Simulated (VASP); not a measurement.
Here is a VASP 6.6.1 calculation.

INCAR

```
SYSTEM = MgO
PREC = Accurate
ENCUT = 600
EDIFF = 1E-6
ISMEAR = 0
SIGMA = 0.05
LREAL = .FALSE.
LASPH = .TRUE.
NELM = 120
ALGO = Normal
ISIF = 2
LWAVE = .FALSE.
LCHARG = .FALSE.
GGA = PE
NBANDS = 11
GGA_COMPAT = .FALSE.
```

File KPOINTS:

```
Automatic mesh
0
G
  10 10 10
  0 0 0
```

Contents of POSCAR:

```
MgO
1.0
    0.0000000000      2.1351500000      2.1351500000
    2.1351500000      0.0000000000      2.1351500000
    2.1351500000      2.1351500000      0.0000000000
Mg O
1 1
Direct
    0.0000000000      0.0000000000      0.0000000000
    0.5000000000      0.5000000000      0.5206983930
```

Potentials or basis: VASP PAW PBE potentials, release 64 (Mg, O).

Launch:

```sh
$ cat potpaw_PBE.64/Mg/POTCAR potpaw_PBE.64/O/POTCAR > POTCAR
$ mpirun -np 1 vasp_std > vasp.out
```

Estimate the largest force.

0.283 eV/Å.

Estimate the pressure.

-2.4 GPa.

What does it give for the band gap on the k mesh?

4.34 eV, direct.

Forces on the atoms (eV/Å):
```
Mg   0.200  0.200  0.000
O   -0.200 -0.200  0.000
```
